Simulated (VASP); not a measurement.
# GaP (x) (F-43m) in VASP: single point with PBEsol

Aim: the single point of GaP (x) with PBEsol.

Program: VASP 6.6.1. These are calculated values, not measurements. Logs are shortened: lines on timing, memory, paths and dates and some standing lists are left out, and cuts for length are marked.

**1. The cell of the first run**

The structure is cubic, space group F-43m (No. 216). The conventional cell has a = 5.451 Å, b = 5.451 Å, c = 5.451 Å, α = 90.00°, β = 90.00°, γ = 90.00°. Ga (site symmetry -43m) has 4 P at 2.36 Å within 3.1 Å. Within 3.1 Å of P (site symmetry -43m) lie 4 Ga at 2.36 Å.

**2. Single point, PBEsol**

File INCAR:

```
SYSTEM = GaP
  ALGO = Normal
  EDIFF = 1E-6
  ENCUT = 500
  GGA = PS
  GGA_COMPAT = .False.
  ISIF = 2
  ISMEAR = 0
  LASPH = .True.
  LCHARG = .False.
  LREAL = .False.
  LWAVE = .False.
  NBANDS = 16
  NELM = 120
  PREC = Accurate
  SIGMA = 0.01
```

File KPOINTS:

```
k-points
0
Gamma
  8 8 8
  0 0 0
```

File POSCAR:

```
GaP
1.0
    0.0000000000      2.7255000000      2.7255000000
    2.7255000000      0.0000000000      2.7255000000
    2.7255000000      2.7255000000      0.0000000000
Ga P
1 1
Direct
    0.0000000000      0.0000000000      0.0000000000
    0.2500000000      0.2500000000      0.2500000000
```

Potentials or basis: VASP PAW PBE potentials, release 64 (Ga_d, P).

Launch:

```bash
$ cat potpaw_PBE.64/Ga_d/POTCAR potpaw_PBE.64/P/POTCAR > POTCAR
$ mpirun -np 1 vasp_std > vasp.out
```

OUTCAR:

```text
SYSTEM = GaP
   EDIFF = 1E-6
   ENCUT = 500
   GGA = PS
   ISIF = 2
   ISMEAR = 0
   LASPH = .True.
   LREAL = .False.
   NELM = 120
   PREC = Accurate

 ion  position               nearest neighbor table
   1  0.000  0.000  0.000-   2 2.36   2 2.36   2 2.36   2 2.36
   2  0.250  0.250  0.250-   1 2.36   1 2.36   1 2.36   1 2.36

  LATTYP: Found a face centered cubic cell.
 ALAT       =     5.4510000000

  Lattice vectors:

 A1 = (   0.0000000000,   2.7255000000,   2.7255000000)
 A2 = (   2.7255000000,   0.0000000000,   2.7255000000)
 A3 = (   2.7255000000,   2.7255000000,   0.0000000000)

Analysis of symmetry for initial positions (statically):
=====================================================================
 Subroutine PRICEL returns:
 Original cell was already a primitive cell.

 Routine SETGRP: Setting up the symmetry group for a
 face centered cubic supercell.

 Subroutine GETGRP returns: Found 24 space group operations
 (whereof 24 operations were pure point group operations)
 out of a pool of 48 trial point group operations.

The static configuration has the point symmetry T_d .

Analysis of symmetry for dynamics (positions and initial velocities):
=====================================================================
 Subroutine PRICEL returns:
 Original cell was already a primitive cell.

 Routine SETGRP: Setting up the symmetry group for a
 face centered cubic supercell.

 Subroutine GETGRP returns: Found 24 space group operations
 (whereof 24 operations were pure point group operations)
 out of a pool of 48 trial point group operations.

The dynamic configuration has the point symmetry T_d .

 Subroutine INISYM returns: Found 24 space group operations
 (whereof 24 operations are pure point group operations),
 and found     1 'primitive' translations

----------------------------------------------------------------------------------------

                                     Primitive cell

  volume of cell :      40.4919

  direct lattice vectors                    reciprocal lattice vectors
     0.000000000  2.725500000  2.725500000    -0.183452578  0.183452578  0.183452578
     2.725500000  0.000000000  2.725500000     0.183452578 -0.183452578  0.183452578
     2.725500000  2.725500000  0.000000000     0.183452578  0.183452578 -0.183452578

  length of vectors
     3.854439064  3.854439064  3.854439064     0.317749185  0.317749185  0.317749185

  position of ions in fractional coordinates (direct lattice)
     0.000000000  0.000000000  0.000000000
     0.250000000  0.250000000  0.250000000

  ion indices of the primitive-cell ions
   primitive index   ion index
                 1           1
                 2           2

----------------------------------------------------------------------------------------

 KPOINTS: k-points

Automatic generation of k-mesh.
 Grid dimensions read from file:
 generate k-points for:    8    8    8

 Generating k-lattice:

  Cartesian coordinates                     Fractional coordinates (reciprocal lattice)
    -0.022931572  0.022931572  0.022931572     0.125000000  0.000000000  0.000000000
     0.022931572 -0.022931572  0.022931572     0.000000000  0.125000000  0.000000000
     0.022931572  0.022931572 -0.022931572     0.000000000  0.000000000  0.125000000

  Length of vectors
     0.039718648  0.039718648  0.039718648

  Shift w.r.t. Gamma in fractional coordinates (k-lattice)
     0.000000000  0.000000000  0.000000000

 Subroutine IBZKPT returns following result:
 ===========================================

 Found     29 irreducible k-points:

 Following reciprocal coordinates:
            Coordinates               Weight
  0.000000  0.000000  0.000000      1.000000
  0.125000  0.000000  0.000000      8.000000
  0.250000  0.000000  0.000000      8.000000
  0.375000  0.000000  0.000000      8.000000
  0.500000  0.000000  0.000000      4.000000
  0.125000  0.125000  0.000000      6.000000
[... 16 lines left out ...]
  0.500000  0.250000  0.125000     48.000000
 -0.375000  0.250000  0.125000     24.000000
 [... further k-points ...]
   k-points           NKPTS =     29   k-points in BZ     NKDIM =     29   number of bands    NBANDS=     16
   number of dos      NEDOS =    301   number of ions     NIONS =      2
   total plane-waves  NPLWV =  21952
   dimension x,y,z NGX =    28 NGY =   28 NGZ =   28
   dimension x,y,z NGXF=    56 NGYF=   56 NGZF=   56
   ions per type =               1   1
   NGX,Y,Z   is equivalent  to a cutoff of  12.08, 12.08, 12.08 a.u.
   NGXF,Y,Z  is equivalent  to a cutoff of  24.15, 24.15, 24.15 a.u.
 SYSTEM =  GaP
   PREC   = accura    normal or accurate (medium, high low for compatibility)
   ISTART =      0    job   : 0-new  1-cont  2-samecut
   ICHARG =      2    charge: 1-file 2-atom 10-const
   ISPIN  =      1    spin polarized calculation?
   LNONCOLLINEAR =      F non collinear calculations
   LSORBIT =      F    spin-orbit coupling
   LASPH  =      T    aspherical Exc in radial PAW
   ENCUT  =  500.0 eV  36.75 Ry    6.06 a.u.   7.03  7.03  7.03*2*pi/ulx,y,z
   NELM   =    120;   NELMIN=  2; NELMDL= -5     # of ELM steps
   EDIFF  = 0.1E-05   stopping-criterion for ELM
   LREAL  =      F    real-space projection
   EDIFFG = 0.1E-04   stopping-criterion for IOM
   NSW    =      0    number of steps for IOM
   IBRION =     -1    ionic relax: 0-MD 1-quasi-New 2-CG
   NFREE  =      0    steps in history (QN), initial steepest desc. (CG)
   ISIF   =      2    stress and relaxation
   ISYM   =      2    0-nonsym 1-usesym 2-fastsym
   POTIM  = 0.5000    time-step for ionic-motion
   TEBEG  =    0.0;   TEEND  =   0.0 temperature during run
   PSTRESS=    0.0 pullay stress
   NELECT =      18.0000    total number of electrons
   NUPDOWN=      -1.0000    fix difference up-down
   EMIN   =  10.00;   EMAX   =-10.00  energy-range for DOS
   EFERMI =   0.00;   METHOD = LEGACY
   ISMEAR =     0;   SIGMA  =   0.01  broadening in eV -4-tet -1-fermi 0-gaus
   EFERMI_NEDOS =   21; number of points for ismear=-14 and -15
   IALGO  =     38    algorithm
   IMIX   =      4    mixing-type and parameters
     AMIX     =   0.40;   BMIX     =  1.00
     AMIX_MAG =   1.60;   BMIX_MAG =  1.00
  volume/ion in A,a.u.               =      20.25       136.63
  Fermi-wavevector in a.u.,A,eV,Ry     =   1.249423  2.361067 21.239480  1.561058
  Thomas-Fermi vector in A             =   2.383464
   LORBIT       =      0    0 simple, 1 ext, 2 COOP (PROOUT), +10 PAW based schemes
   GGA     = PS    functional components
   LHFCALC =     F    Hartree Fock is set to
   AEXX    =    0.0000 exact exchange contribution
   IVDW    =     0    specifies the selected vdW correction
   LEPSILON=     F    determine dielectric tensor
   LRPA    =     F    only Hartree local field effects (RPA)
 non-spin polarized calculation
 Gauss-broadening in eV      SIGMA  =   0.01
  energy-cutoff  :      500.00
  volume of cell :       40.49
 maximum number of plane-waves:      1056
   NGX = 13   NGY = 13   NGZ = 13

 number of electron      18.0000016 magnetization

 Free energy of the ion-electron system (eV)
  ---------------------------------------------------
  ext. energy  EPLUGINS =         0.00000000
  ---------------------------------------------------
  free energy    TOTEN  =        -9.92044063 eV

  energy without entropy =       -9.92044063  energy(sigma->0) =       -9.92044063

 E-fermi :   4.6853     XC(G=0): -10.0201

 val. band max:        4.5657322984   @ k =   0.0000   0.0000   0.0000
 cond. band min:       6.0830011236   @ k =   0.5000   0.5000   0.0000
 fundamental gap:      1.5172688252
 Fermi energy:         4.6852503836

 k-point     1 :       0.0000    0.0000    0.0000
  band No.  band energies     occupation
      1      -9.9746      2.00000
      2      -9.9746      2.00000
      3      -9.9746      2.00000
      4      -9.8740      2.00000
      5      -9.8740      2.00000
      6      -7.9562      2.00000
[... 8 lines left out ...]
     15      14.3369      0.00000
     16      14.3369      0.00000

 k-point     2 :       0.1250    0.0000    0.0000
  band No.  band energies     occupation
      1      -9.9885      2.00000
      2      -9.9699      2.00000
      3      -9.9699      2.00000
      4      -9.8741      2.00000
      5      -9.8741      2.00000
      6      -7.7526      2.00000
[... 8 lines left out ...]
     15      13.6795      0.00000
     16      14.0494      0.00000

 k-point     3 :       0.2500    0.0000    0.0000
  band No.  band energies     occupation
      1     -10.0189      2.00000
      2      -9.9598      2.00000
      3      -9.9598      2.00000
      4      -9.8728      2.00000
      5      -9.8728      2.00000
      6      -7.1748      2.00000
[... 8 lines left out ...]
     15      13.4854      0.00000
     16      14.2776      0.00000

 k-point     4 :       0.3750    0.0000    0.0000
  band No.  band energies     occupation
      1     -10.0463      2.00000
      2      -9.9520      2.00000
      3      -9.9520      2.00000
      4      -9.8690      2.00000
      5      -9.8690      2.00000
      6      -6.3661      2.00000
[... 8 lines left out ...]
     15      14.6937      0.00000
     16      14.6937      0.00000
[... 324 lines left out ...]
 k-point    22 :       0.3750    0.2500    0.1250
  band No.  band energies     occupation
      1     -10.0421      2.00000
      2      -9.9478      2.00000
      3      -9.9437      2.00000
      4      -9.8851      2.00000
      5      -9.8649      2.00000
      6      -6.6832      2.00000
[... 8 lines left out ...]
     15      15.6369      0.00000
     16      16.8292      0.00000

 k-point    23 :       0.5000    0.2500    0.1250
  band No.  band energies     occupation
      1     -10.0575      2.00000
      2      -9.9441      2.00000
      3      -9.9345      2.00000
      4      -9.8830      2.00000
      5      -9.8650      2.00000
      6      -5.9204      2.00000
[... 8 lines left out ...]
     15      16.0064      0.00000
     16      17.3071      0.00000

 k-point    24 :      -0.3750    0.2500    0.1250
  band No.  band energies     occupation
      1     -10.0632      2.00000
      2      -9.9436      2.00000
      3      -9.9313      2.00000
      4      -9.8794      2.00000
      5      -9.8667      2.00000
      6      -5.4564      2.00000
[... 8 lines left out ...]
     15      16.4645      0.00000
     16      17.0024      0.00000

 [... further k-points ...]

------------------------ aborting loop because EDIFF is reached ----------------------------------------

  FORCE on cell =-STRESS in cart. coord.  units (eV):
  Direction    XX          YY          ZZ          XY          YZ          ZX
  --------------------------------------------------------------------------------------
  -------------------------------------------------------------------------------------
  Total       -0.1705459     -0.1705459     -0.1705459      0.0000000     -0.0000000     -0.0000000
  in kB       -6.7481273     -6.7481273     -6.7481273      0.0000000     -0.0000000     -0.0000000
  external PRESSURE =      -6.7481273 kB  Pullay stress =       0.0000000 kB

 VOLUME and BASIS-vectors are now :
 -----------------------------------------------------------------------------
  energy-cutoff  :      500.00
  volume of cell :       40.49
      direct lattice vectors                 reciprocal lattice vectors
     0.000000000  2.725500000  2.725500000    -0.183452578  0.183452578  0.183452578
     2.725500000  0.000000000  2.725500000     0.183452578 -0.183452578  0.183452578
     2.725500000  2.725500000  0.000000000     0.183452578  0.183452578 -0.183452578

 POSITION                                       TOTAL-FORCE (eV/Angst)
 -----------------------------------------------------------------------------------
      0.00000      0.00000      0.00000        -0.000000     -0.000000     -0.000000
      1.36275      1.36275      1.36275         0.000000      0.000000      0.000000
 -----------------------------------------------------------------------------------
    total drift:                                0.000001      0.000001      0.000001

  FREE ENERGIE OF THE ION-ELECTRON SYSTEM (eV)
  ---------------------------------------------------
  free  energy   TOTEN  =        -9.9204406278 eV

  energy  without entropy=       -9.9204406278  energy(sigma->0) =       -9.92044063
```

Wall time 21 s (1 thread of AMD EPYC 7R43 (Zen 3), shared host); peak memory 0.12 GiB.

What came out:

* Free energy: -9.9204 eV
* Pressure: -0.7 GPa
* Band gap on the k mesh: 1.52 eV, indirect (least direct gap 1.75 eV)

Caveat: the PAW data sets were made with another functional, which shifts forces and pressure a little. A hybrid or GW would open this gap; PBEsol tends to underestimate it.
